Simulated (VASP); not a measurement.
A run of VASP 6.6.1 is set up as follows.

INCAR

```
SYSTEM = BaPm
PREC = Accurate
ENCUT = 520
EDIFF = 1E-6
ISMEAR = -1
SIGMA = 0.05
LREAL = .False.
LASPH = .True.
NELM = 150
ALGO = Fast
ISIF = 2
LWAVE = .False.
LCHARG = .False.
ISPIN = 2
MAGMOM = 4 0
LORBIT = 11
LMAXMIX = 6
GGA = PE
NBANDS = 24
```

Contents of KPOINTS:

```
regular mesh
0
Gamma
  8 8 4
  0 0 0
```

The input POSCAR:

```
BaPm
1.0
    3.9408824994      0.0000000000      0.0000000000
   -1.9704412497      3.4129043578      0.0000000000
    0.0000000000      0.0000000000      6.4788466810
Pm Ba
1 1
Direct
    0.6666666667      0.3333333333      0.0000000000
    0.0000000000      0.0000000000      0.5000000000
```

Potentials or basis: VASP PAW PBE potentials, release 64 (Pm, Ba_sv).

Command:

```sh
$ cat potpaw_PBE.64/Pm/POTCAR potpaw_PBE.64/Ba_sv/POTCAR > POTCAR
$ mpirun -np 1 vasp_std > vasp.out
```

**Question.** What does it give for the net moment?

**Answer.** 5.25 μB per cell.

**Question.** Predict the pressure.

**Answer.** 1.8 GPa.

**Question.** Predict the site moments.

**Answer.** Pm +4.63; Ba -0.00 μB.

Stress tensor (GPa, compression positive):
```
1.62 0.00 0.00
0.00 1.62 0.00
0.00 0.00 2.01
```

Caveat: the magnetic or orbital state may not be the lowest. The state reached can hang on the start; a lower one may exist.
